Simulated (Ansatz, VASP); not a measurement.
**One calculation of In2BiN2, two programs**

```
CELL_PARAMETERS angstrom
-2.05757 2.05757 5.39857
2.05757 -2.05757 5.39857
2.05757 2.05757 -5.39857
ATOMIC_POSITIONS crystal
In 0.25000 0.75000 0.50000
In 0.75000 0.25000 0.50000
Bi 0.00000 0.00000 0.00000
N 0.62600 0.62600 0.00000
N 0.37400 0.37400 0.00000
```

Alike in both runs: task single point; functional PBE; k mesh 6 × 6 × 6; occupations gaussian, width 0.1 eV; no spin polarisation.

|  | VASP | Ansatz |
| --- | --- | --- |
| version | VASP 6.6.1 | Ansatz 0.2.0 |
| potentials or method | VASP PAW PBE potentials, release 64 (In_d, Bi_d, N), cutoff 520 eV | scalar-relativistic, plane waves, PAW |
| valence electrons in the cell | 51 | 51 |

VASP gave:

```
gap on the k mesh at the Fermi level (eV)                     : none
pressure (GPa)                                                : -0.6
traceless stress, the component that is largest in VASP (GPa) : 0.39
rms of the force components (eV/Å)                            : 0.557
```

Question: Estimate Ansatz's values.

Answer: gap on the k mesh at the Fermi level (eV): none; pressure (GPa): -0.7; traceless stress, the component that is largest in VASP (GPa): 0.41; rms of the force components (eV/Å): 0.564.

Atom by atom the forces differ by 0.007 eV/Å (rms over components). A gap of «none» marks a metal or a gap that the smearing closes. The functional is the same, so the differences come from potentials, cutoffs and numerics.

Neither program's run includes spin-orbit coupling.
